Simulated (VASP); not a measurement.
**Zr: single point with PBE**

Crystal: Zr.

```
CELL_PARAMETERS angstrom
0.00000 2.25500 2.25500
2.25500 0.00000 2.25500
2.25500 2.25500 0.00000
ATOMIC_POSITIONS crystal
Zr 0.00000 0.00000 0.00000
```

* Program: VASP 6.6.1
* Task: single point
* Functional: PBE
* Potentials or basis: VASP PAW PBE potentials, release 64 (Zr_sv)
* Cutoff: 520 eV
* k mesh: 16 × 16 × 16
* Occupations: fermi-dirac, width 0.05 eV
* Spin: no spin polarisation

```json
{"Pressure": "1.1 GPa", "Band gap on the k mesh": "zero (band 6 reaches 10.04 eV, above the bottom of band 7 at 8.66 eV)"}
```

Levels at points of the mesh, in eV from the Fermi level:
```tsv
k point	band 4	band 5	band 6	band 7	band 8	band 9
(0.00, 0.00, 0.00)	-26.18	-5.58	0.98	0.98	0.98	3.44
(0.50, 0.00, 0.00)	-26.31	-2.98	0.80	0.80	1.15	5.25
(0.50, 0.50, 0.00)	-26.53	-3.04	-2.23	3.07	5.26	5.77
```

Wall time 12 s on 1 thread of Intel Xeon 6975P-C, with other jobs on the host, peak memory 0.16 GiB.
